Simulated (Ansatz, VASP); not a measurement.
**P: VASP beside Ansatz**

Contents of INCAR:

```
SYSTEM = P
PREC = Accurate
ENCUT = 500
EDIFF = 1E-6
ISMEAR = -1
SIGMA = 0.05
LREAL = .False.
LASPH = .True.
NELM = 120
ALGO = Normal
ISIF = 2
LWAVE = .False.
LCHARG = .False.
GGA = PS
NBANDS = 8
GGA_COMPAT = .False.
```

The input KPOINTS:

```
Automatic mesh
0
Gamma
  17 17 17
  0 0 0
```

POSCAR

```
P
1.0
   -1.3749213284      1.3749213284      1.3749213284
    1.3749213284     -1.3749213284      1.3749213284
    1.3749213284      1.3749213284     -1.3749213284
P
1
Direct
    0.0000000000      0.0000000000      0.0000000000
```

Input for Ansatz:

```yaml
crystal:
  lattice:
    - [-1.3749213284, 1.3749213284, 1.3749213284]
    - [1.3749213284, -1.3749213284, 1.3749213284]
    - [1.3749213284, 1.3749213284, -1.3749213284]
  atoms:
    - { symbol: P, position: [0.0, 0.0, 0.0] }
kpoints:
  mp_grid: { grid: [17, 17, 17] }
scf:
  occupations: { method: fermi_dirac, width: 0.05 }
hamiltonian:
  xc: pbesol
  pseudopotentials: { kind: paw }
output:
  forces: true
  stress: true
  eigenvalues: true
  populations: true
  write_density: true
  write_potential: true
  elf: true
  volumetric_format: npy
```

Change from the starting cell: volume scaled by 0.76, PAW files.

Alike in both runs: task single point; functional PBEsol; k mesh 17 × 17 × 17; occupations fermi-dirac, width 0.05 eV; no spin polarisation.

|  | VASP | Ansatz |
| --- | --- | --- |
| version | VASP 6.6.1 | Ansatz 0.2.0 |
| potentials or method | VASP PAW PBE potentials, release 64 (P) | PAW with Ansatz's default frozen-core files, scalar-relativistic |
| plane-wave cutoff (eV) | 500 | 420 |
| valence electrons in the cell | 5 | 5 |

|  | VASP | Ansatz | Ansatz less VASP |
| --- | --- | --- | --- |
| pressure (GPa) | 52.1 | 52.0 | -0.10 |

VASP's potentials were made for PBE, not for PBEsol. Both programs put the cell under a high pressure, so it lies far from rest at this level. The functional is the same, so the differences come from potentials, cutoffs and numerics.
